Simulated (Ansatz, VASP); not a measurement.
**Cu in VASP and in Ansatz**

```
Cu
1.0
     2.98224    0.00000    0.00000
     0.00000    2.98224    0.00000
     0.00000    0.00000    2.82079
Cu
2
Direct
  0.00000 0.00000 0.00000
  0.50000 0.50000 0.50000
```

Change from the starting cell: equal strain along all axes, cell held, atoms relaxed: +3.0 %.

Alike in both runs: task single point; functional r2SCAN; k mesh 18 × 18 × 18; occupations gaussian, width 0.1 eV; no spin polarisation.

|  | VASP | Ansatz |
| --- | --- | --- |
| version | VASP 6.6.1 | Ansatz 0.2.0 |
| potentials or method | VASP PAW PBE potentials, release 64 (Cu), cutoff 520 eV | scalar-relativistic, plane waves, PAW |
| valence electrons in the cell | 22 | 38 |

|  | VASP | Ansatz | Ansatz less VASP |
| --- | --- | --- | --- |
| gap on the k mesh at the Fermi level (eV) | none | none | - |
| pressure (GPa) | -10.9 | -11.3 | -0.45 |
| traceless stress, the component that is largest in VASP (GPa) | -0.21 | -0.16 | +0.050 |

VASP's potentials were made for PBE, not for r2SCAN. A gap of «none» marks a metal or a gap that the smearing closes. VASP's potentials hold 22 valence electrons a cell and Ansatz's 38, so a difference there can come from the potentials and not from the codes.
